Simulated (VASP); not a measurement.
PbSe:

```
Pb Se
1.0
     5.17414    0.00000    0.00000
    -2.58707    4.48094    0.00000
     0.00000    0.00000    6.21478
Pb Se
2 2
Direct
  0.33333 0.66667 0.93510
  0.66667 0.33333 0.43510
  0.33333 0.66667 0.43990
  0.66667 0.33333 0.93990
```

Base run:

| Quantity | Value |
| --- | --- |
| Program | VASP 6.6.1 |
| Functional | PBE |
| Potentials or basis | VASP PAW PBE potentials, release 64 (Pb_d, Se) |
| Cutoff | 520 eV |
| k mesh | 6 × 6 × 4 |
| Occupations | gaussian, width 0.01 eV |
| Spin | no spin polarisation |

Its results: band gap on the k mesh 1.17 eV; pressure 0.8 GPa.

The run is repeated on the same cell with these changes: functional from PBE to r2SCAN. What comes out?

Band gap on the k mesh 1.48 eV; pressure 0.0 GPa.

Caveats: spin-orbit coupling is left out, which moves the levels of the heavy elements; the PAW data sets were made with another functional, which shifts forces and pressure a little (at least some runs).

A k mesh can miss the band edges.
